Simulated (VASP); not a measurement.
Runs of VASP 6.6.1 on Bi2Se3. The structure is trigonal, space group R-3m (No. 166). Conventional cell: a = 4.143 Å, b = 4.143 Å, c = 28.636 Å, α = 90.00°, β = 90.00°, γ = 120.00°. Bi (site symmetry 3m) has 6 Se at 2.85 to 3.07 Å within 3.8 Å. Se (site symmetry -3m) has 6 Bi at 3.07 Å and 12 Se at 4.14 to 4.23 Å within 4.3 Å. Se (site symmetry 3m) has 3 Bi at 2.85 Å and 3 Se at 3.52 Å within 3.8 Å. 

| level | potentials or basis | gap on the mesh (eV) | pressure (GPa) | largest force (eV/Å) |
| --- | --- | --- | --- | --- |
| LDA | VASP PAW LDA potentials, release 64 (Bi_d, Se) | (b) | (a) | 0.16 |
| RPBE | VASP PAW PBE potentials, release 64 (Bi_d, Se) | 0.29 | 4.2 | 0.19 |
| BLYP | VASP PAW PBE potentials, release 64 (Bi_d, Se) | 0.27 | 6.5 | 0.36 |
| PBEsol | VASP PAW PBE potentials, release 64 (Bi_d, Se) | (c) | -0.3 | 0.19 |

Alike in all rows: task single point; no spin polarisation; cell as given; k mesh 6 × 6 × 6; cutoff (eV) 520; smearing gaussian 0.01 eV.

Question: Estimate the missing entries.

Answer: (a) -1.7; (b) 0.10; (c) 0.14.

Caveats: spin-orbit coupling is left out, which moves the levels of the heavy elements; the PAW data sets were made with another functional, which shifts forces and pressure a little (at least some runs); the cell stands under pressure (at least some runs).

A k mesh can miss the band edges, and the runs leave out spin-orbit coupling on Bi, Se.
